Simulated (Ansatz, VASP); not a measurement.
Two plane-wave programs on PbO

INCAR

```
PREC = Accurate
ENCUT = 520
EDIFF = 1E-6
ISMEAR = -1
SIGMA = 0.02
LREAL = F
LASPH = T
NELM = 100
ALGO = Normal
ISIF = 2
LWAVE = F
LCHARG = T
GGA = PE
LELF = T
LVHAR = T
NBANDS = 28
```

File KPOINTS:

```
regular mesh
0
Gamma
  6 6 6
```

Contents of POSCAR:

```
PbO
1.0
    3.8713408324      0.0000000000      0.0000000000
    0.0000000000      3.8713408324      0.0000000000
    0.0000000000      0.0000000000      4.8638880365
Pb O
2 2
Direct
    0.0000000000      0.5000000000      0.2494255661
    0.5000000000      0.0000000000      0.7505744339
    0.0000000000      0.0000000000      0.0000000000
    0.5000000000      0.5000000000      0.0000000000
```

Input for Ansatz:

```yaml
crystal:
  lattice:
    - [3.8713408324, 0.0, 0.0]
    - [0.0, 3.8713408324, 0.0]
    - [0.0, 0.0, 4.8638880365]
  atoms:
    - { symbol: Pb, position: [0.0, 0.5, 0.2494255661] }
    - { symbol: Pb, position: [0.5, 0.0, 0.7505744339] }
    - { symbol: O, position: [0.0, 0.0, 0.0] }
    - { symbol: O, position: [0.5, 0.5, 0.0] }
kpoints:
  mp_grid: { grid: [6, 6, 6] }
  band_path:
    path:
      - [0.0, 0.0, 0.0]
      - [0.0, 0.5, 0.0]
      - [0.5, 0.5, 0.0]
      - [0.0, 0.0, 0.5]
      - [0.0, 0.5, 0.5]
      - [0.5, 0.5, 0.5]
      - [-0.020833, -0.020833, 0.0]
    npoints: 1
hamiltonian:
  xc: pbe
scf:
  occupations: { method: fermi_dirac, width: 0.02 }
  n_extra_bands: 5
output:
  forces: true
  stress: true
  eigenvalues: true
```

Change from the starting cell: hydrostatic strain -2.7%.

Alike in both runs: task single point; functional PBE; k mesh 6 × 6 × 6; occupations fermi-dirac, width 0.02 eV; no spin polarisation.

```csv
,VASP,Ansatz
version,VASP 6.6.1,Ansatz 0.2.0
potentials or method,"VASP PAW PBE potentials, release 64 (Pb_d, O)","plane waves, PAW"
plane-wave cutoff (eV),520,420
valence electrons in the cell,40,40
```

Ansatz gave:

```
pressure (GPa)                                                : 9.5
traceless stress, the component that is largest in VASP (GPa) : -2.61
rms of the force components (eV/Å)                            : 0.159
```

Question: Estimate VASP's values.

Answer: Pressure (GPa): 9.6; traceless stress, the component that is largest in VASP (GPa): -2.61; rms of the force components (eV/Å): 0.178.

Atom by atom the forces differ by 0.019 eV/Å (rms over components). The functional is the same, so the differences come from potentials, cutoffs and numerics.

Neither program's run includes spin-orbit coupling.
